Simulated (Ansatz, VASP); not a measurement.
CaSb4 in VASP and in Ansatz

```
CELL_PARAMETERS angstrom
5.58201 0.00000 0.00000
-2.79100 4.83416 0.00000
0.00000 0.00000 6.18097
ATOMIC_POSITIONS crystal
Ca 0.00000 0.00000 0.50000
Sb 0.33333 0.66667 0.50000
Sb 0.66667 0.33333 0.50000
Sb 0.33333 0.66667 0.00000
Sb 0.66667 0.33333 0.00000
```

Alike in both runs: functional PBE; k mesh 6 × 6 × 4; occupations gaussian, width 0.1 eV; no spin polarisation.

Ansatz relaxed the structure, and its values are those at the end. VASP's run is a single point on that final structure, the one shown.

|  | VASP | Ansatz |
| --- | --- | --- |
| version | VASP 6.6.1 | Ansatz 0.2.0 |
| potentials or method | VASP PAW PBE potentials, release 64 (Ca_sv, Sb), cutoff 520 eV | scalar-relativistic, plane waves, PAW |
| valence electrons in the cell | 30 | 70 |

```csv
,VASP,Ansatz,Ansatz less VASP
gap on the k mesh at the Fermi level (eV),none,none,-
pressure (GPa),0.3,0.3,-0.02
```

A gap of «none» marks a metal or a gap that the smearing closes. VASP's potentials hold 30 valence electrons a cell and Ansatz's 70, so a difference there can come from the potentials and not from the codes.

Neither program's run includes spin-orbit coupling.
